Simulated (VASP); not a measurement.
Crystal: Sc2Hg.

```
Sc Hg
1.0
     4.89056    0.00000    0.00000
    -2.44528    4.23535    0.00000
     0.00000    0.00000    3.10888
Sc Hg
2 1
Direct
  0.33333 0.66667 0.50000
  0.66667 0.33333 0.50000
  0.00000 0.00000 0.00000
```

| Property | Result |
| --- | --- |
| Program | VASP 6.6.1 |
| Task | relaxation of cell and atoms |
| Functional | PBE |
| Potentials or basis | VASP PAW PBE potentials, release 64 (Sc_sv, Hg) |
| Cutoff | 600 eV |
| k mesh | 12 × 12 × 14 |
| Occupations | gaussian, width 0.1 eV |
| Spin | no spin polarisation |

At the start: pressure 0.2 GPa; volume 21.46 Å³/atom.

**Question.** Where does the relaxation end?

**Answer.** Over 5 steps the energy falls by 11.7 meV/atom and the volume is 21.65 Å³/atom (+0.9 %); space group P6/mmm (No. 191, to 0.1 Å) before and after.

Step by step:
```
step  energy change (eV)  largest force (eV/Å)  pressure (GPa)  volume (Å³)
   1              0.0000                0.0000            0.22        64.39
   2             -0.0300                0.0000            0.12        64.65
   3             -0.0350                0.0000            0.13        64.78
   4             -0.0350                0.0000            0.13        64.77
   5             -0.0351                0.0000           -0.05        64.96
```

Final structure:
```
CELL_PARAMETERS angstrom
4.98755 0.00000 0.00000
-2.49377 4.31934 0.00000
0.00000 0.00000 3.01540
ATOMIC_POSITIONS crystal
Sc 0.33333 0.66667 0.50000
Sc 0.66667 0.33333 0.50000
Hg 0.00000 0.00000 0.00000
```
